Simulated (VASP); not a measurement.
Al5As, 6 atoms in the cell. It takes space group P-6m2 (No. 187, hexagonal). The conventional cell has a = 4.723 Å, b = 4.723 Å, c = 6.027 Å, α = 90.00°, β = 90.00°, γ = 120.00°. Al (site symmetry mm2) has 3 Al at 1.59 to 1.97 Å within 2.1 Å. Al (site symmetry -6m2) has 9 Al at 2.37 to 2.73 Å within 3.1 Å. Al (site symmetry -6m2) has 3 Al at 1.59 Å within 2.1 Å. As (site symmetry -6m2) has 18 Al at 3.22 to 4.06 Å within 4.2 Å. 

- Program: VASP 6.6.1
- Task: relaxation of cell and atoms
- Functional: PBE
- Potentials or basis: VASP PAW PBE potentials, release 64 (Al, As_d)
- Cutoff: 600 eV
- k mesh: 4 × 4 × 3
- Occupations: gaussian, width 0.2 eV
- Spin: no spin polarisation
- Dipole correction: no
- Second run: valence_matched
- Further INCAR settings: ALGO = Normal; EDIFF = 1e-07; IBRION = 2; EDIFFG = -0.08; NSW = 36; ISIF = 3

Potentials or basis: VASP PAW PBE potentials, release 64 (Al, As_d).

Launch:

```sh
$ cat potpaw_PBE.64/Al/POTCAR potpaw_PBE.64/As_d/POTCAR > POTCAR
$ mpirun -np 1 vasp_std > vasp.out
```

Hardware: 1 thread of Intel(R) Xeon(R) Platinum 8259CL CPU @ 2.50GHz (Skylake/Cascade Lake), on a shared host.

Estimate the wall time of this run.

It took 15 min on 1 thread of Intel(R) Xeon(R) Platinum 8259CL CPU @ 2.50GHz (Skylake/Cascade Lake), with other jobs on the host, peak memory 0.28 GiB. Counts: scf iterations 429, k points 8, ion steps 31.
